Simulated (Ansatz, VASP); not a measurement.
**One calculation of Tl, two programs**

```
CELL_PARAMETERS angstrom
3.58882 0.00000 0.00000
-1.79441 3.10801 0.00000
0.00000 0.00000 5.58052
ATOMIC_POSITIONS crystal
Tl 0.33333 0.66667 0.25000
Tl 0.66667 0.33333 0.75000
```

Alike in both runs: task single point; functional RPBE; k mesh 16 × 16 × 9; occupations fermi-dirac, width 0.1 eV; no spin polarisation.

|  | VASP | Ansatz |
| --- | --- | --- |
| version | VASP 6.6.1 | Ansatz 0.2.0 |
| potentials or method | VASP PAW PBE potentials, release 64 (Tl_d), cutoff 520 eV | plane waves (420 eV) with PAW, scalar-relativistic |
| valence electrons in the cell | 26 | 26 |

```tsv
	VASP	Ansatz	Ansatz less VASP
pressure (GPa)	2.0	2.1	+0.07
traceless stress, the component that is largest in VASP (GPa)	0.36	0.36	+0.001
```

VASP's potentials were made for PBE, not for RPBE. The functional is the same, so the differences come from potentials, cutoffs and numerics.

Spin-orbit coupling is off throughout.
